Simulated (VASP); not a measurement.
# Ir (I4/mmm) in VASP: further runs, part 2 of 2

VASP 6.6.1. The steps go on from the part before.

## (4) Single point, LDA

This run uses another cell than the first one, of the same volume but with other edges.

INCAR reads:

```
SYSTEM = Ir
ALGO = Fast ; EDIFF = 1E-6
ENCUT = 520 ; GGA = CA
ISIF = 2 ; ISMEAR = 0
LASPH = .TRUE. ; LCHARG = .FALSE.
LREAL = .FALSE. ; LWAVE = .FALSE.
NBANDS = 10 ; NELM = 100
PREC = Accurate ; SIGMA = 0.15
```

KPOINTS reads:

```
k-points
0
G
  8 8 8
  0 0 0
```

POSCAR reads:

```
Ir
1.0
    0.0000000000      1.8065068646      2.1678082376
    1.8065068646      0.0000000000      2.1678082376
    1.8065068646      1.8065068646      0.0000000000
Ir
1
Direct
    0.0000000000      0.0000000000      0.0000000000
```

The run is started by

```console
cat potpaw_LDA.64/Ir/POTCAR > POTCAR
mpirun -np 1 vasp_std > vasp.out
```

Wall time 8.5 s (1 thread of AMD EPYC 9R45 (Zen 5), shared host); peak memory 0.1 GiB.

Results (log left out):

| Item | Value |
| --- | --- |
| Free energy | -9.9229 eV |
| Pressure | 3.5 GPa |

Stress tensor (GPa, compression positive):
```
 22.42   0.00   0.00
  0.00  22.42   0.00
  0.00   0.00 -34.37
```

Levels at points of the mesh, in eV from the Fermi level:
```csv
k point,band 1,band 2,band 3,band 4,band 5,band 6,band 7,band 8,band 9
"(0.00, 0.00, 0.00)",-11.10,-5.54,-3.07,-2.80,-2.80,0.33,14.90,16.63,21.75
"(0.50, 0.00, 0.00)",-8.06,-5.14,-2.77,-0.62,0.44,1.22,7.66,13.08,19.37
"(0.50, 0.50, 0.00)",-8.15,-7.44,-0.49,1.27,1.29,1.29,7.38,14.07,14.07
"(0.50, 0.00, 0.50)",-7.92,-7.13,0.02,0.36,2.85,3.13,10.06,11.79,12.50
```

Caveat: spin-orbit coupling is left out, which moves the levels of the heavy elements.

## (5) Single point, LDA

This run uses another cell than the first one, of the same volume but with other edges.

INCAR reads:

```
ALGO = Normal
EDIFF = 1E-6
ENCUT = 520
ISIF = 2
ISMEAR = 0
LASPH = T
LCHARG = F
LREAL = F
LWAVE = F
NBANDS = 10
NELM = 60
PREC = Accurate
SIGMA = 0.15
```

KPOINTS reads:

```
k-points
0
Gamma
  8 8 8
```

POSCAR reads:

```
Ir
1.0
    0.0000000000      2.0854598384      1.6266586740
    2.0854598384      0.0000000000      1.6266586740
    2.0854598384      2.0854598384      0.0000000000
Ir
1
Direct
    0.0000000000      0.0000000000      0.0000000000
```

The run is started by

```console
cat potpaw_LDA.64/Ir/POTCAR > POTCAR
mpirun -np 1 vasp_std > vasp.out
```

It took 3.7 s on 1 thread of AMD EPYC 9R45 (Zen 5), shared host; peak memory 0.1 GiB.

The run converged. Its results:

* Free energy: -9.7925 eV
* Pressure: 4.2 GPa

Stress tensor (GPa, compression positive):
```
-10.25   0.00   0.00
  0.00 -10.25   0.00
  0.00   0.00  33.06
```

Levels at points of the mesh, in eV from the Fermi level:
| k point | band 1 | band 2 | band 3 | band 4 | band 5 | band 6 | band 7 | band 8 |
| --- | --- | --- | --- | --- | --- | --- | --- | --- |
| (0.00, 0.00, 0.00) | -10.96 | -4.13 | -4.13 | -3.17 | -1.56 | -0.10 | 15.64 | 17.61 |
| (0.50, 0.00, 0.00) | -7.93 | -5.37 | -1.68 | -0.38 | 0.02 | 2.03 | 7.89 | 13.33 |
| (0.50, 0.50, 0.00) | -7.47 | -7.45 | 1.20 | 1.62 | 1.62 | 5.97 | 8.98 | 8.98 |
| (0.50, 0.00, 0.50) | -7.83 | -6.46 | 0.07 | 0.21 | 0.31 | 2.36 | 8.80 | 12.43 |

Caveat: spin-orbit coupling is left out, which moves the levels of the heavy elements.

## (6) Single point, LDA

This run uses another cell than the first one, of the same volume but with other edges.

INCAR reads:

```
SYSTEM = Ir
PREC = Accurate
ENCUT = 520
EDIFF = 1E-6
ISMEAR = 0
SIGMA = 0.15
LREAL = .False.
LASPH = .True.
NELM = 100
ALGO = Normal
ISIF = 2
LWAVE = .False.
LCHARG = .False.
NBANDS = 10
```

KPOINTS reads:

```
regular mesh
0
Gamma
  8 8 8
  0 0 0
```

POSCAR reads:

```
Ir
1.0
    0.0000000000      1.7589449499      2.2866284348
    1.7589449499      0.0000000000      2.2866284348
    1.7589449499      1.7589449499      0.0000000000
Ir
1
Direct
    0.0000000000      0.0000000000      0.0000000000
```

Potentials or basis: VASP PAW LDA potentials, release 64 (Ir).

The run is started by

```console
cat potpaw_LDA.64/Ir/POTCAR > POTCAR
mpirun -np 1 vasp_std > vasp.out
```

OUTCAR:

```text
SYSTEM = Ir
   PREC = Accurate
   ENCUT = 520
   EDIFF = 1E-6
   ISMEAR = 0
   LREAL = .False.
   LASPH = .True.
   NELM = 100
   ISIF = 2

 ion  position               nearest neighbor table
   1  0.000  0.000  0.000-

  LATTYP: Found a body centered tetragonal cell.
 ALAT       =     2.4875238036
 C/A-ratio  =     1.8384776310

  Lattice vectors:

 A1 = (  -1.7589449499,   0.0000000000,   2.2866284348)
 A2 = (   1.7589449499,   0.0000000000,   2.2866284348)
 A3 = (   0.0000000000,   1.7589449499,  -2.2866284348)

Analysis of symmetry for initial positions (statically):
=====================================================================
 Subroutine PRICEL returns:
 Original cell was already a primitive cell.

 Routine SETGRP: Setting up the symmetry group for a
 body centered tetragonal supercell.

 Subroutine GETGRP returns: Found 16 space group operations
 (whereof 16 operations were pure point group operations)
 out of a pool of 16 trial point group operations.

The static configuration has the point symmetry D_4h.

Analysis of symmetry for dynamics (positions and initial velocities):
=====================================================================
 Subroutine PRICEL returns:
 Original cell was already a primitive cell.

 Routine SETGRP: Setting up the symmetry group for a
 body centered tetragonal supercell.

 Subroutine GETGRP returns: Found 16 space group operations
 (whereof 16 operations were pure point group operations)
 out of a pool of 16 trial point group operations.

The dynamic configuration has the point symmetry D_4h.

 Subroutine INISYM returns: Found 16 space group operations
 (whereof 16 operations are pure point group operations),
 and found     1 'primitive' translations

----------------------------------------------------------------------------------------

                                     Primitive cell
[... 112 lines left out ...]
  Thomas-Fermi vector in A             =   2.530133
   LORBIT       =      0    0 simple, 1 ext, 2 COOP (PROOUT), +10 PAW based schemes
   GGA     = CA    functional components
   LHFCALC =     F    Hartree Fock is set to
   AEXX    =    0.0000 exact exchange contribution
   IVDW    =     0    specifies the selected vdW correction
   LEPSILON=     F    determine dielectric tensor
   LRPA    =     F    only Hartree local field effects (RPA)
 non-spin polarized calculation
 Gauss-broadening in eV      SIGMA  =   0.15
  energy-cutoff  :      520.00
  volume of cell :       14.15
 maximum number of plane-waves:       413
 NGX is ok and might be reduce to    24

 number of electron       9.0000000 magnetization

 Free energy of the ion-electron system (eV)
  ---------------------------------------------------
  ext. energy  EPLUGINS =         0.00000000
  ---------------------------------------------------
  free energy    TOTEN  =        -9.62343687 eV

  energy without entropy =       -9.60694886  energy(sigma->0) =       -9.61519286

 E-fermi :  10.3013     XC(G=0): -14.1055

 val. band max:       10.2899019763   @ k =   0.3750  -0.0000   0.1250
 cond. band min:      10.3026753524   @ k =   0.3750   0.1250   0.2500
 fundamental gap:      0.0127733761
 Fermi energy:        10.3012918237

 k-point     1 :       0.0000    0.0000    0.0000
  band No.  band energies     occupation
      1      -0.7636      2.00000
      2       4.0763      2.00000
      3       6.3855      2.00000
      4       8.1750      2.00000
      5       8.1750      2.00000
      6      11.2658      0.00000
      7      25.7278      0.00000
      8      25.8079      0.00000
      9      32.8344      0.00000
     10      32.8344      0.00000
[... 287 lines left out ...]
 k-point    24 :       0.3750   -0.0000    0.1250
  band No.  band energies     occupation
      1       2.9060      2.00000
      2       5.5082      2.00000
      3       6.1170      2.00000
      4       7.8655      2.00000
      5      10.2899      1.08552
      6      10.8866      0.00000
      7      22.2124      0.00000
      8      25.4768      0.00000
      9      30.0871      0.00000
     10      32.7246      0.00000

 [... further k-points ...]

------------------------ aborting loop because EDIFF is reached ----------------------------------------

  FORCE on cell =-STRESS in cart. coord.  units (eV):
  Direction    XX          YY          ZZ          XY          YZ          ZX
  --------------------------------------------------------------------------------------
  -------------------------------------------------------------------------------------
  Total        3.2137450      3.2137450     -3.0844831      0.0000000      0.0000000      0.0000000
  in kB      363.9082574    363.9082574   -349.2712836      0.0000000      0.0000000      0.0000000
  external PRESSURE =     126.1817437 kB  Pullay stress =       0.0000000 kB

 VOLUME and BASIS-vectors are now :
 -----------------------------------------------------------------------------
  energy-cutoff  :      520.00
  volume of cell :       14.15
      direct lattice vectors                 reciprocal lattice vectors
     0.000000000  1.758944950  2.286628435    -0.284261312  0.284261312  0.218662548
     1.758944950  0.000000000  2.286628435     0.284261312 -0.284261312  0.218662548
     1.758944950  1.758944950  0.000000000     0.284261312  0.284261312 -0.218662548

 POSITION                                       TOTAL-FORCE (eV/Angst)
 -----------------------------------------------------------------------------------
      0.00000      0.00000      0.00000         0.000000      0.000000      0.000000
 -----------------------------------------------------------------------------------
    total drift:                               -0.000000     -0.000000      0.000000

  FREE ENERGIE OF THE ION-ELECTRON SYSTEM (eV)
  ---------------------------------------------------
  free  energy   TOTEN  =        -9.6234368682 eV

  energy  without entropy=       -9.6069488596  energy(sigma->0) =       -9.61519286
```

Run time: 4.7 s. Hardware: 1 thread of AMD EPYC 9R45 (Zen 5), shared host; peak memory 0.1 GiB.

What came out:

| Property | Result |
| --- | --- |
| Free energy | -9.6234 eV |
| Pressure | 12.6 GPa |

Levels at points of the mesh, in eV from the Fermi level:
```
           k point  band 1  band 2  band 3  band 4  band 5  band 6  band 7  band 8
(0.00, 0.00, 0.00)  -11.06   -6.22   -3.92   -2.13   -2.13    0.96   15.43   15.51
(0.50, 0.00, 0.00)   -7.96   -5.56   -2.32   -0.48    0.48    1.11    8.15   12.37
(0.50, 0.50, 0.00)   -8.32   -7.59   -1.21    1.26    1.26    1.58    6.17   15.25
(0.50, 0.00, 0.50)   -8.03   -6.86   -0.71    0.07    3.59    3.86    9.70   11.99
```

Caveat: spin-orbit coupling is left out, which moves the levels of the heavy elements.

## (7) Summary

```csv
cell,gap on the mesh (eV),pressure (GPa)
"a = 2.962, b = 2.962, c = 2.419 Å, angles 65.9, 65.9, 48.2°, 1 atom",none,26.6
"a = 2.660, b = 2.660, c = 2.866 Å, angles 57.4, 57.4, 65.2°, 1 atom",none,0.0
"a = 2.822, b = 2.822, c = 2.555 Å, angles 63.1, 63.1, 53.8°, 1 atom",none,3.5
"a = 2.645, b = 2.645, c = 2.949 Å, angles 56.1, 56.1, 67.8°, 1 atom",none,4.2
"a = 2.885, b = 2.885, c = 2.488 Å, angles 64.5, 64.5, 51.1°, 1 atom",none,12.6
```

Alike in all rows: task single point; level LDA; potentials or basis VASP PAW LDA potentials, release 64 (Ir); no spin polarisation; k mesh 8 × 8 × 8; cutoff (eV) 520; smearing gaussian 0.15 eV.

Caveats: some runs use coarse meshes; spin-orbit coupling is left out, which moves the levels of the heavy elements.

Total energies depend on the potentials used, so only differences within one code and one set of settings carry meaning.
